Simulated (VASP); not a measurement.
# SrO in VASP: settings compared, part 2 of 2

VASP 6.6.1. The steps go on from the part before.

## 3. Single point, r2SCAN (strain along [111] -4.0%)

Input file POSCAR:

```
SrO
1.0
   -0.0687971287      2.5110951978      2.5110951978
    2.5110951978     -0.0687971287      2.5110951978
    2.5110951978      2.5110951978     -0.0687971287
Sr O
1 1
Direct
    0.0000000000      0.0000000000      0.0000000000
    0.5000000000      0.5000000000      0.5000000000
```

Input file INCAR.step1:

```
SYSTEM = SrO
ALGO = Normal
EDIFF = 1E-4
ENCUT = 520
GGA = PE
ISMEAR = 0
LASPH = .True.
LCHARG = .False.
LREAL = .False.
LWAVE = .True.
NBANDS = 15
NELM = 80
PREC = Accurate
SIGMA = 0.01
```

Input file INCAR.step2:

```
SYSTEM = SrO
ALGO = Normal
EDIFF = 1E-7
ENCUT = 520
ISIF = 2
ISMEAR = 0
ISTART = 1
LASPH = .True.
LCHARG = .False.
LMIXTAU = .True.
LREAL = .False.
LWAVE = .False.
METAGGA = R2SCAN
NBANDS = 15
NELM = 80
PREC = Accurate
SIGMA = 0.01
```

Input file KPOINTS:

```
k-points
0
Gamma
  8 8 8
  0 0 0
```

Potentials or basis: VASP PAW PBE potentials, release 64 (Sr_sv, O).

Launch:

```bash
$ cat potpaw_PBE.64/Sr_sv/POTCAR potpaw_PBE.64/O/POTCAR > POTCAR
$ cp INCAR.step1 INCAR
$ mpirun -np 1 vasp_std > vasp.out
$ cp INCAR.step2 INCAR
$ mpirun -np 1 vasp_std > vasp.out
```

OUTCAR:

```text
SYSTEM = SrO
   EDIFF = 1E-7
   ENCUT = 520
   ISIF = 2
   ISMEAR = 0
   ISTART = 1
   LASPH = .True.
   LREAL = .False.
   METAGGA = R2SCAN
   NELM = 80
   PREC = Accurate

 ion  position               nearest neighbor table
   1  0.000  0.000  0.000-   2 2.55   2 2.55   2 2.55   2 2.55   2 2.55   2 2.55
   2  0.500  0.500  0.500-   1 2.55   1 2.55   1 2.55   1 2.55   1 2.55   1 2.55

  LATTYP: Found a trigonal (rhomboedric) cell.
 ALAT       =     3.5518912187
 COS(alpha) =     0.4724254361

  Lattice vectors:

 A1 = (  -0.0687971287,   2.5110951978,   2.5110951978)
 A2 = (   2.5110951978,  -0.0687971287,   2.5110951978)
 A3 = (   2.5110951978,   2.5110951978,  -0.0687971287)

Analysis of symmetry for initial positions (statically):
=====================================================================
 Subroutine PRICEL returns:
 Original cell was already a primitive cell.

 Routine SETGRP: Setting up the symmetry group for a
 trigonal (rhombohedral) supercell.

 Subroutine GETGRP returns: Found 12 space group operations
 (whereof 12 operations were pure point group operations)
 out of a pool of 12 trial point group operations.

The static configuration has the point symmetry D_3d.

Analysis of symmetry for dynamics (positions and initial velocities):
=====================================================================
 Subroutine PRICEL returns:
 Original cell was already a primitive cell.

 Routine SETGRP: Setting up the symmetry group for a
 trigonal (rhombohedral) supercell.

 Subroutine GETGRP returns: Found 12 space group operations
 (whereof 12 operations were pure point group operations)
 out of a pool of 12 trial point group operations.

The dynamic configuration has the point symmetry D_3d.

 Subroutine INISYM returns: Found 12 space group operations
 (whereof 12 operations are pure point group operations),
 and found     1 'primitive' translations

----------------------------------------------------------------------------------------

                                     Primitive cell

  volume of cell :      32.9690
[... 115 lines left out ...]
   LHFCALC =     F    Hartree Fock is set to
   AEXX    =    0.0000 exact exchange contribution
   IVDW    =     0    specifies the selected vdW correction
   LEPSILON=     F    determine dielectric tensor
   LRPA    =     F    only Hartree local field effects (RPA)
 non-spin polarized calculation
 Gauss-broadening in eV      SIGMA  =   0.01
  energy-cutoff  :      520.00
  volume of cell :       32.97
 maximum number of plane-waves:       901
 NGX is ok and might be reduce to    28
   NGX = 13   NGY = 13   NGZ = 13

 number of electron      15.9999998 magnetization

 Free energy of the ion-electron system (eV)
  ---------------------------------------------------
  ext. energy  EPLUGINS =         0.00000000
  ---------------------------------------------------
  free energy    TOTEN  =       -27.02053223 eV

  energy without entropy =      -27.02053223  energy(sigma->0) =      -27.02053223

 E-fermi :   1.6539     XC(G=0): -10.7451

 val. band max:        1.5499069657   @ k =   0.0000   0.0000   0.0000
 cond. band min:       5.2095082105   @ k =   0.5000   0.5000   0.0000
 fundamental gap:      3.6596012447
 Fermi energy:         1.6539489735

 k-point     1 :       0.0000    0.0000    0.0000
  band No.  band energies     occupation
      1     -31.8887      2.00000
      2     -14.5738      2.00000
      3     -12.8820      2.00000
      4     -12.8820      2.00000
      5     -12.8623      2.00000
      6       1.4687      2.00000
      7       1.4687      2.00000
      8       1.5499      2.00000
      9       6.3679      0.00000
     10       8.1390      0.00000
     11       8.1390      0.00000
     12       8.7187      0.00000
     13      10.7417      0.00000
     14      10.7417      0.00000
[... 401 lines left out ...]
      2     -15.5675      2.00000
      3     -13.0806      2.00000
      4     -12.8974      2.00000
      5     -12.1388      2.00000
      6      -0.1036      2.00000
      7       0.4644      2.00000
      8       1.1079      2.00000
      9       7.9023      0.00000
     10       9.1699      0.00000
     11       9.5245      0.00000
     12      10.9267      0.00000
     13      12.7318      0.00000
     14      13.1269      0.00000
     15      18.8948      0.00000

 [... further k-points ...]
[... 5 lines left out ...]
  --------------------------------------------------------------------------------------
  -------------------------------------------------------------------------------------
  Total        0.9732947      0.9732947      0.9732947      0.2792992      0.2792992      0.2792992
  in kB       47.2986767     47.2986767     47.2986767     13.5729536     13.5729536     13.5729536
  external PRESSURE =      47.2986767 kB  Pullay stress =       0.0000000 kB

 VOLUME and BASIS-vectors are now :
 -----------------------------------------------------------------------------
  energy-cutoff  :      520.00
  volume of cell :       32.97
      direct lattice vectors                 reciprocal lattice vectors
    -0.068797129  2.511095198  2.511095198    -0.191114780  0.196498295  0.196498295
     2.511095198 -0.068797129  2.511095198     0.196498295 -0.191114780  0.196498295
     2.511095198  2.511095198 -0.068797129     0.196498295  0.196498295 -0.191114780

 POSITION                                       TOTAL-FORCE (eV/Angst)
 -----------------------------------------------------------------------------------
      0.00000      0.00000      0.00000         0.000000      0.000000     -0.000000
      2.47670      2.47670      2.47670        -0.000000      0.000000      0.000000
 -----------------------------------------------------------------------------------
    total drift:                                0.000000      0.000000      0.000000

  FREE ENERGIE OF THE ION-ELECTRON SYSTEM (eV)
  ---------------------------------------------------
  free  energy   TOTEN  =       -27.0205322298 eV

  energy  without entropy=      -27.0205322298  energy(sigma->0) =      -27.02053223
```

Wall time 2.9 min (1 thread of Intel Xeon Platinum 8259CL at 2.50GHz (Skylake/Cascade Lake), shared host); peak memory 0.18 GiB.

What came out:

* Free energy: -27.0205 eV
* Pressure: 4.7 GPa
* Band gap on the k mesh: 3.66 eV, indirect (least direct gap 3.75 eV)

Levels at points of the mesh, in eV from the valence-band top:
| k point | band 4 | band 5 | band 6 | band 7 | band 8 | band 9 | band 10 | band 11 | band 12 | band 13 |
| --- | --- | --- | --- | --- | --- | --- | --- | --- | --- | --- |
| (0.00, 0.00, 0.00) | -14.43 | -14.41 | -0.08 | -0.08 | 0.00 | 4.82 | 6.59 | 6.59 | 7.17 | 9.19 |
| (0.50, 0.00, 0.00) | -14.48 | -13.35 | -2.23 | -1.29 | -1.11 | 7.12 | 9.25 | 9.26 | 9.85 | 12.86 |
| (0.50, 0.50, 0.00) | -14.85 | -14.79 | -0.44 | -0.15 | -0.09 | 3.66 | 8.67 | 11.02 | 11.36 | 11.84 |
| (0.50, 0.50, 0.50) | -14.54 | -13.49 | -2.25 | -1.37 | -1.37 | 7.27 | 9.36 | 9.80 | 9.80 | 12.96 |

Caveat: the cell differs from its parent crystal (strain along [111] -4.0%); the PAW data sets were made with another functional, which shifts forces and pressure a little. A k mesh can miss the band edges.

## 4. Single point, r2SCAN (shear xy strain +0.5%)

Input file POSCAR:

```
SrO
1.0
    0.0064497308      2.5798923265      2.5798923265
    2.5798923265      0.0064497308      2.5798923265
    2.5863420573      2.5863420573      0.0000000000
Sr O
1 1
Direct
    0.0000000000      0.0000000000      0.0000000000
    0.5000000000      0.5000000000      0.5000000000
```

Input file INCAR.step1:

```
SYSTEM = SrO
PREC     = Accurate       ! precision mode
ENCUT    = 520            ! plane-wave cutoff, eV
ISMEAR   = 0              ! smearing method
SIGMA    = 0.01           ! smearing width, eV
LREAL    = .False.        ! projectors in reciprocal space
LASPH    = .True.         ! aspherical terms in the spheres
NELM     = 100            ! most SCF steps
NBANDS   = 15             ! bands
GGA      = PE             ! functional
ALGO     = Normal         ! electronic algorithm
EDIFF    = 1E-4           ! SCF threshold, eV
LWAVE    = .True.         ! write WAVECAR
LCHARG   = .False.        ! write CHGCAR
```

Input file INCAR.step2:

```
SYSTEM = SrO
PREC     = Accurate       ! precision mode
ENCUT    = 520            ! plane-wave cutoff, eV
EDIFF    = 1E-6           ! SCF threshold, eV
ISMEAR   = 0              ! smearing method
SIGMA    = 0.01           ! smearing width, eV
LREAL    = .False.        ! projectors in reciprocal space
LASPH    = .True.         ! aspherical terms in the spheres
NELM     = 100            ! most SCF steps
ALGO     = Normal         ! electronic algorithm
ISIF     = 2              ! what is computed and relaxed
LWAVE    = .False.        ! write WAVECAR
LCHARG   = .False.        ! write CHGCAR
METAGGA  = R2SCAN         ! meta-GGA
LMIXTAU  = .True.       
NBANDS   = 15             ! bands
ISTART   = 1
```

Input file KPOINTS:

```
regular mesh
0
Gamma
  8 8 8
  0 0 0
```

Launch:

```bash
$ cat potpaw_PBE.64/Sr_sv/POTCAR potpaw_PBE.64/O/POTCAR > POTCAR
$ cp INCAR.step1 INCAR
$ mpirun -np 1 vasp_std > vasp.out
$ cp INCAR.step2 INCAR
$ mpirun -np 1 vasp_std > vasp.out
```

It took 4.4 min on 1 thread of Intel Xeon Platinum 8259CL at 2.50GHz (Skylake/Cascade Lake), shared host; peak memory 0.2 GiB.

It converged, with:

- Free energy: -27.0556 eV
- Pressure: 0.5 GPa
- Band gap on the k mesh: 3.74 eV, indirect (least direct gap 3.83 eV)

Stress tensor (GPa, compression positive):
```
 0.53 -0.28  0.00
-0.28  0.53  0.00
 0.00  0.00  0.53
```

Levels at points of the mesh, in eV from the valence-band top:
| k point | band 6 | band 7 | band 8 | band 9 | band 10 | band 11 |
| --- | --- | --- | --- | --- | --- | --- |
| (0.00, 0.00, 0.00) | -0.01 | -0.01 | 0.00 | 4.58 | 6.72 | 6.75 |
| (0.50, 0.00, 0.00) | -2.10 | -1.13 | -1.11 | 7.07 | 8.99 | 9.40 |
| (0.50, 0.50, 0.00) | -0.45 | -0.10 | -0.09 | 3.74 | 8.43 | 10.85 |
| (0.00, 0.00, 0.50) | -2.10 | -1.12 | -1.10 | 7.05 | 8.98 | 9.38 |
| (0.50, 0.00, 0.50) | -0.45 | -0.10 | -0.10 | 3.74 | 8.43 | 10.85 |

Caveat: the cell differs from its parent crystal (shear xy strain +0.5%); the PAW data sets were made with another functional, which shifts forces and pressure a little.

## 5. Single point, HSE06 (strain -4.0%)

Input file POSCAR:

```
SrO
1.0
    0.0000000000      2.4766966334      2.4766966334
    2.4766966334      0.0000000000      2.4766966334
    2.4766966334      2.4766966334      0.0000000000
Sr O
1 1
Direct
    0.0000000000      0.0000000000      0.0000000000
    0.5000000000      0.5000000000      0.5000000000
```

Input file INCAR.step1:

```
SYSTEM = SrO
  PREC = Accurate
  ENCUT = 520
  EDIFF = 1E-5
  ISMEAR = 0
  SIGMA = 0.01
  LREAL = .False.
  LASPH = .True.
  NELM = 60
  ALGO = Normal
  ISIF = 2
  LWAVE = .True.
  LCHARG = .False.
  GGA = PE
  NBANDS = 15
```

Input file INCAR.step2:

```
SYSTEM = SrO
  PREC = Accurate
  ENCUT = 520
  EDIFF = 1E-6
  ISMEAR = 0
  SIGMA = 0.01
  LREAL = .False.
  LASPH = .True.
  NELM = 60
  ALGO = Normal
  ISIF = 2
  LWAVE = .False.
  LCHARG = .False.
  GGA = PE
  LHFCALC = .True.
  HFSCREEN = 0.2079
  PRECFOCK = Normal
  ISTART = 1
  NBANDS = 15
```

Input file KPOINTS:

```
Automatic mesh
0
Gamma
  6 6 6
  0 0 0
```

Launch:

```bash
$ cat potpaw_PBE.64/Sr_sv/POTCAR potpaw_PBE.64/O/POTCAR > POTCAR
$ cp INCAR.step1 INCAR
$ mpirun -np 1 vasp_std > vasp.out
$ cp INCAR.step2 INCAR
$ mpirun -np 1 vasp_std > vasp.out
```

Wall time 30 min (1 thread of Intel Xeon Platinum 8259CL at 2.50GHz (Skylake/Cascade Lake), shared host); peak memory 0.26 GiB.

The run converged. Its results:

* Free energy: -14.0093 eV
* Pressure: 15.3 GPa
* Band gap on the k mesh: 4.67 eV, direct

Levels at points of the mesh, in eV from the valence-band top:
```tsv
k point	band 6	band 7	band 8	band 9	band 10	band 11
(0.00, 0.00, 0.00)	0.00	0.00	0.00	6.40	8.14	8.14
(0.50, 0.00, 0.00)	-2.51	-1.46	-1.46	8.79	10.99	11.42
(0.50, 0.50, 0.00)	-0.22	0.00	0.00	4.67	10.52	12.84
```

Caveat: the cell differs from its parent crystal (strain -4.0%); the PAW data sets were made with another functional, which shifts forces and pressure a little. A k mesh can miss the band edges.

## 6. The runs side by side

| level | cell | k mesh | smearing | grid for exact exchange (PRECFOCK) | screening parameter | gap on the mesh (eV) | pressure (GPa) |
| --- | --- | --- | --- | --- | --- | --- | --- |
| PBE | a = 3.649, b = 3.649, c = 3.658 Å, angles 59.9, 59.9, 59.8°, 2 atoms | 8 × 8 × 8 | fermi-dirac 0.02 eV | - | - | 3.26 | 2.4 |
| r2SCAN | a = 3.552 Å, angles 61.8°, 2 atoms | 8 × 8 × 8 | gaussian 0.01 eV | - | - | 3.66 | 4.7 |
| r2SCAN | a = 3.649, b = 3.649, c = 3.658 Å, angles 59.9, 59.9, 59.8°, 2 atoms | 8 × 8 × 8 | gaussian 0.01 eV | - | - | 3.74 | 0.5 |
| HSE06 | a = 3.503 Å, angles 60.0°, 2 atoms | 6 × 6 × 6 | gaussian 0.01 eV | Normal | 0.2079 1/Å | 4.67 | 15.3 |

Alike in all rows: task single point; potentials or basis VASP PAW PBE potentials, release 64 (Sr_sv, O); no spin polarisation; cutoff (eV) 520.

Caveats: the PAW data sets were made with another functional, which shifts forces and pressure a little (some runs).

Total energies depend on the potentials used, so only differences within one code and one set of settings carry meaning.
